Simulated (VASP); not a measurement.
Crystal: Co.

```
Co
1.0
     0.00000    1.80740    1.80740
     1.80740    0.00000    1.80740
     1.80740    1.80740    0.00000
Co
1
Direct
  0.00000 0.00000 0.00000
```

Base run:

```yaml
Program: VASP 6.6.1
Functional: PBE
Potentials_or_basis: VASP PAW PBE potentials, release 64 (Co)
Cutoff: 520 eV
k_mesh: 15 × 15 × 15
Occupations: fermi-dirac, width 0.1 eV
Spin: collinear spin, ferromagnetic start
Starting_moments: "[3.0] μB"
```

Its results: pressure -14.4 GPa; net moment 1.69 μB per cell.

Question: The run is repeated on the same cell with these changes: moments at the start from [3.0] to [0.3]. What comes out?

Answer: Pressure -24.3 GPa; net moment 0.00 μB per cell.
